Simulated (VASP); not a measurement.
A run of VASP 6.6.1:

File INCAR:

```
SYSTEM = YW3
PREC = Accurate ; ENCUT = 520
EDIFF = 1E-6 ; ISMEAR = 0
SIGMA = 0.1 ; LREAL = .False.
LASPH = .True. ; NELM = 100
ALGO = Normal ; ISIF = 2
LWAVE = .False. ; LCHARG = .False.
GGA = PE ; NBANDS = 34
```

The input KPOINTS:

```
regular mesh
0
Gamma
  4 4 4
  0 0 0
```

The input POSCAR:

```
YW3
1.0
    4.2136491791      0.0000000000      0.0000000000
    0.0000000000      4.2136491791      0.0000000000
    0.0000000000      0.0000000000      4.2136491791
Y W
1 3
Direct
    0.0000000000      0.0000000000      0.0000000000
    0.0000000000      0.5000000000      0.5000000000
    0.5000000000      0.0000000000      0.5000000000
    0.5000000000      0.5000000000      0.0000000000
```

Potentials or basis: VASP PAW PBE potentials, release 64 (Y_sv, W_sv).

Launch:

```sh
$ cat potpaw_PBE.64/Y_sv/POTCAR potpaw_PBE.64/W_sv/POTCAR > POTCAR
$ mpirun -np 1 vasp_std > vasp.out
```

Hardware: 1 thread of Oxide Virtual Turin-like Processor, on a shared host.

**Question.** Estimate the wall time of this run.

**Answer.** It took 30 s on 1 thread of Oxide Virtual Turin-like Processor (shared host), peak memory 0.16 GiB. Counts: scf iterations 13, k points 10.
